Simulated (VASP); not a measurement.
# BN (P6_3/mmc) in VASP: further runs, part 2 of 3

VASP 6.6.1. Earlier steps stand in the parts before.

## 3. Relaxation of cell and atoms, LDA, target pressure 1 GPa, at which the enthalpy is minimised

This run uses another cell than the first one, of 8.71 Å³/atom.

Contents of INCAR:

```
PREC     = Accurate       # precision mode
ENCUT    = 600            # plane-wave cutoff, eV
EDIFF    = 1E-6           # SCF threshold, eV
ISMEAR   = 0              # smearing method
SIGMA    = 0.01           # smearing width, eV
LREAL    = False          # projectors in reciprocal space
LASPH    = True           # aspherical terms in the spheres
NELM     = 100            # most SCF steps
ALGO     = Normal         # electronic algorithm
ISIF     = 3              # what is computed and relaxed
LWAVE    = False          # write WAVECAR
LCHARG   = False          # write CHGCAR
GGA      = CA             # functional
IBRION   = 2              # ionic algorithm
NSW      = 100            # ionic steps
EDIFFG   = -0.002         # ionic threshold
PSTRESS  = 10.0
```

Contents of KPOINTS:

```
regular mesh
0
Gamma
  10 10 4
```

Contents of POSCAR:

```
BN
1.0
    2.4889441066      0.0000000000      0.0000000000
   -1.2444720533      2.1554888250      0.0000000000
    0.0000000000      0.0000000000      6.4944619598
B N
2 2
Direct
    0.3333333333      0.6666666667      0.2500000000
    0.6666666667      0.3333333333      0.7500000000
    0.3333333333      0.6666666667      0.7500000000
    0.6666666667      0.3333333333      0.2500000000
```

Potentials or basis: VASP PAW LDA potentials, release 64 (B, N).

Command:

```sh
$ cat potpaw_LDA.64/B/POTCAR potpaw_LDA.64/N/POTCAR > POTCAR
$ mpirun -np 1 vasp_std > vasp.out
```

OUTCAR:

```text
PREC = Accurate
   ENCUT = 600
   EDIFF = 1E-6
   ISMEAR = 0
   LREAL = False
   LASPH = True
   NELM = 100
   ISIF = 3
   GGA = CA
   IBRION = 2
   NSW = 100
   EDIFFG = -0.002
   PSTRESS = 10.0

 ion  position               nearest neighbor table
   1  0.333  0.667  0.250-   4 1.44   4 1.44   4 1.44
   2  0.667  0.333  0.750-   3 1.44   3 1.44   3 1.44
   3  0.333  0.667  0.750-   2 1.44   2 1.44   2 1.44
   4  0.667  0.333  0.250-   1 1.44   1 1.44   1 1.44

  LATTYP: Found a hexagonal cell.
 ALAT       =     2.4889441066
 C/A-ratio  =     2.6093241478

  Lattice vectors:

 A1 = (   2.4889441066,   0.0000000000,   0.0000000000)
 A2 = (  -1.2444720533,   2.1554888250,   0.0000000000)
 A3 = (   0.0000000000,   0.0000000000,   6.4944619598)

Analysis of symmetry for initial positions (statically):
[... 399 lines left out ...]

 k-point     1 :       0.0000    0.0000    0.0000
  band No.  band energies     occupation
      1     -15.0510      2.00000
      2     -14.5721      2.00000
      3      -3.9797      2.00000
      4      -1.1007      2.00000
      5       1.4072      2.00000
      6       1.4072      2.00000
      7       1.4720      2.00000
      8       1.4720      2.00000
      9       8.1256      0.00000
     10      13.5672      0.00000
     11      14.2846      0.00000
     12      14.2846      0.00000
[... 331 lines left out ...]
 k-point    24 :       0.4000    0.1000    0.2500
  band No.  band energies     occupation
      1     -11.7482      2.00000
      2     -11.6273      2.00000
      3      -5.8915      2.00000
      4      -5.8067      2.00000
      5      -1.9492      2.00000
      6      -1.8647      2.00000
      7       1.1109      2.00000
      8       2.2348      2.00000
      9       7.2213      0.00000
     10       8.3667      0.00000
     11      13.2869      0.00000
     12      13.6733      0.00000

 [... further k-points ...]

------------------------ aborting loop because EDIFF is reached ----------------------------------------

  FORCE on cell =-STRESS in cart. coord.  units (eV):
  Direction    XX          YY          ZZ          XY          YZ          ZX
  --------------------------------------------------------------------------------------
  -------------------------------------------------------------------------------------
  Total        0.2118381      0.2118381      0.2109530      0.0000000      0.0000000      0.0000000
  in kB       10.1070749     10.1070749     10.0648468      0.0000000      0.0000000      0.0000000
  external PRESSURE =       0.0929989 kB  Pullay stress =      10.0000000 kB
[... 23 lines left out ...]
  energy  without entropy=      -38.5827025742  energy(sigma->0) =      -38.58270257

  enthalpy is  TOTEN    =       -38.3731087193 eV   P V=        0.2095938549

 reached required accuracy - stopping structural energy minimisation
```

OSZICAR:

```text
N       E                     dE             d eps       ncg     rms          rms(c)
DAV:   1     0.710196343182E+02    0.71020E+02   -0.92032E+03  1008   0.139E+03
DAV:   2    -0.381270916256E+02   -0.10915E+03   -0.99563E+02  1512   0.269E+02
DAV:   3    -0.426123553116E+02   -0.44853E+01   -0.44531E+01  1304   0.571E+01
[... 81 lines left out ...]
       N       E                     dE             d eps       ncg     rms          rms(c)
DAV:   1    -0.385827295118E+02   -0.14967E-03   -0.70013E-04  1040   0.256E-01    0.286E-02
DAV:   2    -0.385827060000E+02    0.23512E-04   -0.50064E-05  1064   0.628E-02    0.929E-03
DAV:   3    -0.385827031254E+02    0.28746E-05   -0.61038E-06  1176   0.198E-02    0.325E-03
DAV:   4    -0.385827025742E+02    0.55119E-06   -0.75569E-07   624   0.778E-03
  11 F= -.38373109E+02 E0= -.38373109E+02  d E =-.178594E-04
```

CONTCAR:

```text
BN
   1.00000000000000
     2.4882202226137191    0.0000000000000000   -0.0000000000000000
    -1.2441101113068596    2.1548619230835748   -0.0000000000000000
     0.0000000000000000    0.0000000000000000    6.2629776978385090
  B               N
     2     2
Direct
     0.3333333332999970    0.6666666667000030    0.2500000000000000
     0.6666666667000030    0.3333333332999970    0.7500000000000000
     0.3333333332999970    0.6666666667000030    0.7500000000000000
     0.6666666667000030    0.3333333332999970    0.2500000000000000

  0.00000000E+00  0.00000000E+00  0.00000000E+00
  0.00000000E+00  0.00000000E+00  0.00000000E+00
  0.00000000E+00  0.00000000E+00  0.00000000E+00
  0.00000000E+00  0.00000000E+00  0.00000000E+00
```

Run time: 3.2 min. Hardware: 1 thread of Intel Xeon 8259CL, shared host; peak memory 0.15 GiB.

Results:

```
Free energy                                                : -38.5827 eV
Relaxed volume                                             : 8.40 Å³/atom
Relaxed cell                                               : a = 2.488 Å, b = 2.488 Å, c = 6.263 Å, α = 90.00°, β = 90.00°, γ = 120.00°
Space group after relaxing (to 0.1 Å)                      : P6_3/mmc (No. 194)
Energy change on relaxing (the run minimises the enthalpy) : +0.6 meV/atom
Ionic steps                                                : 11
Pressure after relaxing                                    : 1.0 GPa
Band gap on the k mesh                                     : 3.95 eV (least direct gap 4.34 eV)
```

Step by step:
```tsv
step	energy change (eV)	largest force (eV/Å)	pressure (GPa)	volume (Å³)
1	0.0000	0.0000	0.29	34.84
2	0.0005	0.0000	1.21	34.65
3	0.0009	0.0000	1.63	34.56
4	0.0008	0.0000	1.60	34.52
5	0.0006	0.0000	1.49	34.41
6	0.0005	0.0000	1.29	34.19
7	0.0016	0.0000	0.91	33.75
8	0.0024	0.0000	0.80	33.60
9	0.0023	0.0000	0.80	33.62
10	0.0027	0.0000	1.10	33.56
11	0.0025	0.0000	1.01	33.58
```

Final structure:
```xyz
4
Lattice="2.4882 0.0000 0.0000 -1.2441 2.1549 0.0000 0.0000 0.0000 6.2630" Properties=species:S:1:pos:R:3 pbc="T T T"
B     0.0000    1.4366    1.5657
B     1.2441    0.7183    4.6972
N     0.0000    1.4366    4.6972
N     1.2441    0.7183    1.5657
```

Caveat: the cell is relaxed towards a set pressure, so the run minimises the enthalpy, not the energy.

[end of part 2 of 3]
